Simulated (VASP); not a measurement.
Wanted: the native input for a VASP 6.6.1 run.

```yaml
Task: single point
Functional: PBE
Potentials_or_basis: VASP PAW PBE potentials, release 64 (W_sv)
Cutoff: 520 eV
k_mesh: 16 × 16 × 16
Occupations: gaussian, width 0.1 eV
Spin: no spin polarisation
Dipole_correction: no
Further_INCAR_settings: ALGO = Fast; EDIFF = 1e-06; NBANDS = 21
```

The structure of W lies in POSCAR:

```
W
1.0
    3.1517275226      0.0000000000      0.0000000000
    0.0000000000      3.1517275226      0.0000000000
    0.0000000000      0.0000000000      3.1517275226
W
2
Direct
    0.0000000000      0.0000000000      0.0000000000
    0.5000000000      0.5000000000      0.5000000000
```

This cell differs from its parent crystal: equal strain along all axes, cell held: -1.0 %.

One way to write it, as run:

INCAR

```
SYSTEM = W
PREC     = Accurate       ! precision mode
ENCUT    = 520            ! plane-wave cutoff, eV
EDIFF    = 1E-6           ! SCF threshold, eV
ISMEAR   = 0              ! smearing method
SIGMA    = 0.1            ! smearing width, eV
LREAL    = .False.        ! projectors in reciprocal space
LASPH    = .True.         ! aspherical terms in the spheres
NELM     = 80             ! most SCF steps
ALGO     = Fast           ! electronic algorithm
ISIF     = 2              ! what is computed and relaxed
LWAVE    = .False.        ! write WAVECAR
LCHARG   = .False.        ! write CHGCAR
GGA      = PE             ! functional
NBANDS   = 21             ! bands
```

KPOINTS

```
Automatic mesh
0
Gamma
  16 16 16
  0 0 0
```

Potentials or basis: VASP PAW PBE potentials, release 64 (W_sv).

The run is started by

```sh
$ cat potpaw_PBE.64/W_sv/POTCAR > POTCAR
$ mpirun -np 1 vasp_std > vasp.out
```

Results of the run:

```yaml
Pressure: 10.4 GPa
Band_gap_on_the_k_mesh: zero (bands 14 and 15 overlap by 1.26 eV)
```

Caveat: the cell differs from its parent crystal (equal strain along all axes, cell held: -1.0 %); the cell stands under pressure; spin-orbit coupling is left out, which moves the levels of the heavy elements.

It took 110 s on 1 thread of Intel Xeon 8259CL, on a shared host, peak memory 0.2 GiB.
